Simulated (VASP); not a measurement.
# PbS (I4/mmm) in VASP: a series of runs

Runs on PbS. Level: PBE. Tasks: single point.

Everything below comes from runs of VASP 6.6.1. Logs are shortened: lines on timing, memory, paths and dates and some standing lists are left out, and cuts for length are marked.

**1. The cell of the first run**

It takes space group I4/mmm (No. 139, tetragonal). The conventional cell has a = 4.256 Å, b = 4.256 Å, c = 5.752 Å, α = 90.00°, β = 90.00°, γ = 90.00°. Within 3.8 Å of Pb (site symmetry 4/mmm) lie 6 S at 2.88 to 3.01 Å. S (site symmetry 4/mmm) has 6 Pb at 2.88 to 3.01 Å within 3.8 Å.

**2. Single point, PBE (strain +0.015 along x and y, -0.030 along z)**

INCAR reads:

```
PREC     = Accurate       # precision mode
ENCUT    = 520            # plane-wave cutoff, eV
EDIFF    = 1E-6           # SCF threshold, eV
ISMEAR   = 0              # smearing method
SIGMA    = 0.03           # smearing width, eV
LREAL    = False          # projectors in reciprocal space
LASPH    = True           # aspherical terms in the spheres
NELM     = 100            # most SCF steps
ALGO     = Normal         # electronic algorithm
ISIF     = 2              # what is computed and relaxed
LWAVE    = False          # write WAVECAR
LCHARG   = False          # write CHGCAR
GGA      = PE             # functional
NBANDS   = 17             # bands
```

KPOINTS reads:

```
regular mesh
0
Gamma
  10 10 10
```

POSCAR reads:

```
PbS
1.0
    0.0000000000      3.0094750000      2.8760500000
    3.0094750000      0.0000000000      2.8760500000
    3.0094750000      3.0094750000      0.0000000000
Pb S
1 1
Direct
    0.0000000000      0.0000000000      0.0000000000
    0.5000000000      0.5000000000      0.5000000000
```

Potentials or basis: VASP PAW PBE potentials, release 64 (Pb_d, S).

Started as:

```
> cat potpaw_PBE.64/Pb_d/POTCAR potpaw_PBE.64/S/POTCAR > POTCAR
> mpirun -np 1 vasp_std > vasp.out
```

OUTCAR:

```text
PREC = Accurate
   ENCUT = 520
   EDIFF = 1E-6
   ISMEAR = 0
   LREAL = False
   LASPH = True
   NELM = 100
   ISIF = 2
   GGA = PE

 ion  position               nearest neighbor table
   1  0.000  0.000  0.000-   2 2.88   2 2.88   2 3.01   2 3.01   2 3.01   2 3.01
   2  0.500  0.500  0.500-   1 2.88   1 2.88   1 3.01   1 3.01   1 3.01   1 3.01

  LATTYP: Found a body centered tetragonal cell.
 ALAT       =     4.2560403606
 C/A-ratio  =     1.3515144389

  Lattice vectors:

 A1 = (   0.0000000000,  -3.0094750000,  -2.8760500000)
 A2 = (   0.0000000000,   3.0094750000,  -2.8760500000)
 A3 = (   3.0094750000,   0.0000000000,   2.8760500000)

Analysis of symmetry for initial positions (statically):
=====================================================================
 Subroutine PRICEL returns:
 Original cell was already a primitive cell.

 Routine SETGRP: Setting up the symmetry group for a
 body centered tetragonal supercell.

 Subroutine GETGRP returns: Found 16 space group operations
 (whereof 16 operations were pure point group operations)
 out of a pool of 16 trial point group operations.

The static configuration has the point symmetry D_4h.

Analysis of symmetry for dynamics (positions and initial velocities):
=====================================================================
 Subroutine PRICEL returns:
 Original cell was already a primitive cell.

 Routine SETGRP: Setting up the symmetry group for a
 body centered tetragonal supercell.

 Subroutine GETGRP returns: Found 16 space group operations
 (whereof 16 operations were pure point group operations)
 out of a pool of 16 trial point group operations.

The dynamic configuration has the point symmetry D_4h.

 Subroutine INISYM returns: Found 16 space group operations
 (whereof 16 operations are pure point group operations),
 and found     1 'primitive' translations

----------------------------------------------------------------------------------------

                                     Primitive cell

  volume of cell :      52.0964

  direct lattice vectors                    reciprocal lattice vectors
     0.000000000  3.009475000  2.876050000    -0.166141935  0.166141935  0.173849551
     3.009475000  0.000000000  2.876050000     0.166141935 -0.166141935  0.173849551
     3.009475000  3.009475000  0.000000000     0.166141935  0.166141935 -0.173849551

  length of vectors
     4.162763911  4.162763911  4.256040361     0.292284025  0.292284025  0.292284025

  position of ions in fractional coordinates (direct lattice)
     0.000000000  0.000000000  0.000000000
     0.500000000  0.500000000  0.500000000

  ion indices of the primitive-cell ions
   primitive index   ion index
                 1           1
                 2           2

----------------------------------------------------------------------------------------

 KPOINTS: regular mesh

Automatic generation of k-mesh.
 Grid dimensions read from file:
 generate k-points for:   10   10   10

 Generating k-lattice:

  Cartesian coordinates                     Fractional coordinates (reciprocal lattice)
    -0.016614194  0.016614194  0.017384955     0.100000000  0.000000000  0.000000000
     0.016614194 -0.016614194  0.017384955     0.000000000  0.100000000  0.000000000
     0.016614194  0.016614194 -0.017384955     0.000000000  0.000000000  0.100000000

  Length of vectors
     0.029228403  0.029228403  0.029228403

  Shift w.r.t. Gamma in fractional coordinates (k-lattice)
     0.000000000  0.000000000  0.000000000

 Subroutine IBZKPT returns following result:
 ===========================================

 Found    102 irreducible k-points:

 Following reciprocal coordinates:
            Coordinates               Weight
  0.000000  0.000000  0.000000      1.000000
  0.100000  0.000000  0.000000      8.000000
  0.200000  0.000000  0.000000      8.000000
  0.300000  0.000000  0.000000      8.000000
  0.400000  0.000000  0.000000      8.000000
  0.500000  0.000000  0.000000      4.000000
[... 16 lines left out ...]
  0.300000  0.300000  0.000000      2.000000
  0.400000  0.300000  0.000000      8.000000
 [... further k-points ...]
   k-points           NKPTS =    102   k-points in BZ     NKDIM =    102   number of bands    NBANDS=     17
   number of dos      NEDOS =    301   number of ions     NIONS =      2
   total plane-waves  NPLWV =  32768
   dimension x,y,z NGX =    32 NGY =   32 NGZ =   32
   dimension x,y,z NGXF=    64 NGYF=   64 NGZF=   64
   ions per type =               1   1
   NGX,Y,Z   is equivalent  to a cutoff of  12.78, 12.78, 12.50 a.u.
   NGXF,Y,Z  is equivalent  to a cutoff of  25.56, 25.56, 25.00 a.u.
 SYSTEM =  unknown system
   PREC   = accura    normal or accurate (medium, high low for compatibility)
   ISTART =      0    job   : 0-new  1-cont  2-samecut
   ICHARG =      2    charge: 1-file 2-atom 10-const
   ISPIN  =      1    spin polarized calculation?
   LNONCOLLINEAR =      F non collinear calculations
   LSORBIT =      F    spin-orbit coupling
   LASPH  =      T    aspherical Exc in radial PAW
   ENCUT  =  520.0 eV  38.22 Ry    6.18 a.u.   7.74  7.74  7.91*2*pi/ulx,y,z
   NELM   =    100;   NELMIN=  2; NELMDL= -5     # of ELM steps
   EDIFF  = 0.1E-05   stopping-criterion for ELM
   LREAL  =      F    real-space projection
   EDIFFG = 0.1E-04   stopping-criterion for IOM
   NSW    =      0    number of steps for IOM
   IBRION =     -1    ionic relax: 0-MD 1-quasi-New 2-CG
   NFREE  =      0    steps in history (QN), initial steepest desc. (CG)
   ISIF   =      2    stress and relaxation
   ISYM   =      2    0-nonsym 1-usesym 2-fastsym
   POTIM  = 0.5000    time-step for ionic-motion
   TEBEG  =    0.0;   TEEND  =   0.0 temperature during run
   PSTRESS=    0.0 pullay stress
   NELECT =      20.0000    total number of electrons
   NUPDOWN=      -1.0000    fix difference up-down
   EMIN   =  10.00;   EMAX   =-10.00  energy-range for DOS
   EFERMI =   0.00;   METHOD = LEGACY
   ISMEAR =     0;   SIGMA  =   0.03  broadening in eV -4-tet -1-fermi 0-gaus
   EFERMI_NEDOS =   21; number of points for ismear=-14 and -15
   IALGO  =     38    algorithm
   IMIX   =      4    mixing-type and parameters
     AMIX     =   0.40;   BMIX     =  1.00
     AMIX_MAG =   1.60;   BMIX_MAG =  1.00
  volume/ion in A,a.u.               =      26.05       175.78
  Fermi-wavevector in a.u.,A,eV,Ry     =   1.189823  2.248439 19.261464  1.415678
  Thomas-Fermi vector in A             =   2.325921
   LORBIT       =      0    0 simple, 1 ext, 2 COOP (PROOUT), +10 PAW based schemes
   GGA     = PE    functional components
   LHFCALC =     F    Hartree Fock is set to
   AEXX    =    0.0000 exact exchange contribution
   IVDW    =     0    specifies the selected vdW correction
   LEPSILON=     F    determine dielectric tensor
   LRPA    =     F    only Hartree local field effects (RPA)
 non-spin polarized calculation
 Gauss-broadening in eV      SIGMA  =   0.03
  energy-cutoff  :      520.00
  volume of cell :       52.10
 maximum number of plane-waves:      1416
   NGX = 15   NGY = 15   NGZ = 15

 number of electron      19.9999996 magnetization

 Free energy of the ion-electron system (eV)
  ---------------------------------------------------
  ext. energy  EPLUGINS =         0.00000000
  ---------------------------------------------------
  free energy    TOTEN  =        -8.72352483 eV

  energy without entropy =       -8.72352483  energy(sigma->0) =       -8.72352483

 E-fermi :   6.0410     XC(G=0):  -9.6856

 val. band max:        5.8902675325   @ k =   0.5000   0.0000   0.0000
 cond. band min:       6.1906967114   @ k =   0.5000   0.0000   0.0000
 fundamental gap:      0.3004291788
 Fermi energy:         6.0409747531

 k-point     1 :       0.0000    0.0000    0.0000
  band No.  band energies     occupation
      1     -10.9913      2.00000
      2     -10.9832      2.00000
      3     -10.9790      2.00000
      4     -10.9790      2.00000
      5     -10.9567      2.00000
      6      -7.7750      2.00000
[... 9 lines left out ...]
     16      12.7617      0.00000
     17      14.5108      0.00000

 k-point     2 :       0.1000    0.0000    0.0000
  band No.  band energies     occupation
      1     -10.9900      2.00000
      2     -10.9851      2.00000
      3     -10.9773      2.00000
      4     -10.9747      2.00000
      5     -10.9585      2.00000
      6      -7.6894      2.00000
[... 9 lines left out ...]
     16      12.9146      0.00000
     17      15.2249      0.00000

 k-point     3 :       0.2000    0.0000    0.0000
  band No.  band energies     occupation
      1     -10.9917      2.00000
      2     -10.9885      2.00000
      3     -10.9753      2.00000
      4     -10.9618      2.00000
      5     -10.9588      2.00000
      6      -7.4437      2.00000
[... 9 lines left out ...]
     16      13.4441      0.00000
     17      16.6307      0.00000

 k-point     4 :       0.3000    0.0000    0.0000
  band No.  band energies     occupation
      1     -11.0001      2.00000
      2     -10.9902      2.00000
      3     -10.9785      2.00000
      4     -10.9505      2.00000
      5     -10.9456      2.00000
      6      -7.0804      2.00000
[... 9 lines left out ...]
     16      14.2765      0.00000
     17      18.0148      0.00000
[... 343 lines left out ...]
      1     -11.0003      2.00000
      2     -10.9945      2.00000
      3     -10.9684      2.00000
      4     -10.9631      2.00000
      5     -10.9548      2.00000
      6      -6.9663      2.00000
[... 9 lines left out ...]
     16      15.8665      0.00000
     17      16.6914      0.00000

 k-point    23 :       0.3000    0.3000    0.0000
  band No.  band energies     occupation
      1     -11.0425      2.00000
      2     -11.0103      2.00000
      3     -10.9626      2.00000
      4     -10.9364      2.00000
      5     -10.9364      2.00000
      6      -6.7300      2.00000
[... 9 lines left out ...]
     16      16.0282      0.00000
     17      16.9412      0.00000

 k-point    24 :       0.4000    0.3000    0.0000
  band No.  band energies     occupation
      1     -11.0688      2.00000
      2     -11.0112      2.00000
      3     -10.9631      2.00000
      4     -10.9290      2.00000
      5     -10.9255      2.00000
      6      -6.4139      2.00000
[... 9 lines left out ...]
     16      16.7084      0.00000
     17      17.5589      0.00000

 [... further k-points ...]
[... 5 lines left out ...]
  --------------------------------------------------------------------------------------
  -------------------------------------------------------------------------------------
  Total        0.1385732      0.1385732      2.2448257      0.0000000      0.0000000      0.0000000
  in kB        4.2616908      4.2616908     69.0375387      0.0000000      0.0000000      0.0000000
  external PRESSURE =      25.8536401 kB  Pullay stress =       0.0000000 kB

 VOLUME and BASIS-vectors are now :
 -----------------------------------------------------------------------------
  energy-cutoff  :      520.00
  volume of cell :       52.10
      direct lattice vectors                 reciprocal lattice vectors
     0.000000000  3.009475000  2.876050000    -0.166141935  0.166141935  0.173849551
     3.009475000  0.000000000  2.876050000     0.166141935 -0.166141935  0.173849551
     3.009475000  3.009475000  0.000000000     0.166141935  0.166141935 -0.173849551

 POSITION                                       TOTAL-FORCE (eV/Angst)
 -----------------------------------------------------------------------------------
      0.00000      0.00000      0.00000         0.000000     -0.000000      0.000000
      3.00948      3.00948      2.87605        -0.000000      0.000000      0.000000
 -----------------------------------------------------------------------------------
    total drift:                                0.000000     -0.000000     -0.000000

  FREE ENERGIE OF THE ION-ELECTRON SYSTEM (eV)
  ---------------------------------------------------
  free  energy   TOTEN  =        -8.7235248310 eV

  energy  without entropy=       -8.7235248310  energy(sigma->0) =       -8.72352483
```

Run time: 66 s. Hardware: 1 thread of AMD EPYC 9R45 (Zen 5), shared host; peak memory 0.2 GiB.

Results:

```yaml
Free_energy: -8.7235 eV
Pressure: 2.6 GPa
Band_gap_on_the_k_mesh: 0.30 eV, direct
```

Caveat: the cell differs from its parent crystal (strain +0.015 along x and y, -0.030 along z); spin-orbit coupling is left out, which moves the levels of the heavy elements. A k mesh can miss the band edges.

**3. Single point, PBE (strain +0.015 along x and y, -0.015 along z)**

INCAR reads:

```
SYSTEM = PbS
  ALGO = Normal
  EDIFF = 1E-6
  ENCUT = 520
  GGA = PE
  ISIF = 2
  ISMEAR = 0
  LASPH = .True.
  LCHARG = .True.
  LELF = .True.
  LREAL = .False.
  LVHAR = .True.
  LWAVE = .False.
  NBANDS = 17
  NELM = 80
  PREC = Accurate
  SIGMA = 0.03
```

KPOINTS reads:

```
k-points
0
Gamma
  10 10 10
  0 0 0
```

POSCAR reads:

```
PbS
1.0
    0.0000000000      3.0094750000      2.9205250000
    3.0094750000      0.0000000000      2.9205250000
    3.0094750000      3.0094750000      0.0000000000
Pb S
1 1
Direct
    0.0000000000      0.0000000000      0.0000000000
    0.5000000000      0.5000000000      0.5000000000
```

Potentials or basis: VASP PAW PBE potentials, release 64 (Pb_d, S).

Started as:

```
> cat potpaw_PBE.64/Pb_d/POTCAR potpaw_PBE.64/S/POTCAR > POTCAR
> mpirun -np 1 vasp_std > vasp.out
```

Wall time 63 s (1 thread of AMD EPYC 9R45 (Zen 5), shared host); peak memory 0.2 GiB.

The run converged. Its results:

| Quantity | Value |
| --- | --- |
| Free energy | -8.7513 eV |
| Pressure | 1.5 GPa |
| Band gap on the k mesh | 0.39 eV, direct |

Stress tensor (GPa, compression positive):
```
0.16 0.00 0.00
0.00 0.16 0.00
0.00 0.00 4.04
```

Levels at points of the mesh, in eV from the valence-band top:
| k point | band 8 | band 9 | band 10 | band 11 | band 12 | band 13 |
| --- | --- | --- | --- | --- | --- | --- |
| (0.00, 0.00, 0.00) | -2.28 | -2.03 | -2.03 | 4.95 | 4.95 | 5.63 |
| (0.50, 0.00, 0.00) | -1.76 | -1.70 | 0.00 | 0.39 | 1.90 | 2.09 |
| (0.50, 0.50, 0.00) | -5.12 | -3.40 | -3.40 | 3.84 | 5.52 | 5.52 |
| (0.50, 0.00, 0.50) | -5.07 | -3.49 | -3.18 | 3.96 | 5.37 | 5.41 |

Caveat: the cell differs from its parent crystal (strain +0.015 along x and y, -0.015 along z); spin-orbit coupling is left out, which moves the levels of the heavy elements. A k mesh can miss the band edges.
